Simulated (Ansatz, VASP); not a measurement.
**Two plane-wave programs on Rh**

Contents of INCAR:

```
PREC = Accurate ; ENCUT = 520
EDIFF = 1E-8 ; ISMEAR = -1
SIGMA = 0.08 ; LREAL = False
LASPH = True ; NELM = 80
ALGO = Normal ; ISIF = 2
LWAVE = False ; LCHARG = False
GGA = PE ; LEFG = True
NBANDS = 14
```

Contents of KPOINTS:

```
Automatic mesh
0
Gamma
  16 16 16
```

File POSCAR:

```
Rh
1.0
    0.0000000000      1.9015500000      1.8825345000
    1.9015500000      0.0000000000      1.8825345000
    1.9015500000      1.9015500000      0.0000000000
Rh
1
Direct
    0.0000000000      0.0000000000      0.0000000000
```

Input for Ansatz:

```yaml
crystal:
  lattice:
    - [0.0, 1.90155, 1.8825345]
    - [1.90155, 0.0, 1.8825345]
    - [1.90155, 1.90155, 0.0]
  atoms:
    - { symbol: Rh, position: [0.0, 0.0, 0.0] }
kpoints:
  mp_grid: { grid: [16, 16, 16] }
scf:
  occupations: { method: fermi_dirac, width: 0.08 }
hamiltonian:
  xc: pbe
  pseudopotentials: { kind: paw }
output:
  forces: true
  stress: true
  eigenvalues: true
  efg: { contact_densities: true }
  write_density: true
  write_potential: true
  elf: true
  volumetric_format: npy
```

Change from the starting cell: zz strain of -1 %, PAW files.

Alike in both runs: task electric field gradients; functional PBE; k mesh 16 × 16 × 16; occupations fermi-dirac, width 0.08 eV; no spin polarisation.

```csv
,VASP,Ansatz
version,VASP 6.6.1,Ansatz 0.2.0
potentials or method,"VASP PAW PBE potentials, release 64 (Rh_pv)","PAW with Ansatz's default frozen-core files, scalar-relativistic"
plane-wave cutoff (eV),520,420
valence electrons in the cell,15,17
```

```csv
,VASP,Ansatz,Ansatz less VASP
pressure (GPa),9.0,9.0,-0.05
"traceless stress, the component that is largest in VASP (GPa)",1.65,1.66,+0.005
size of Vzz on the site where it differs most (V/Å²),0.9,1.1,+0.16
```

VASP's potentials hold 15 valence electrons a cell and Ansatz's 17, so a difference there can come from the potentials and not from the codes.
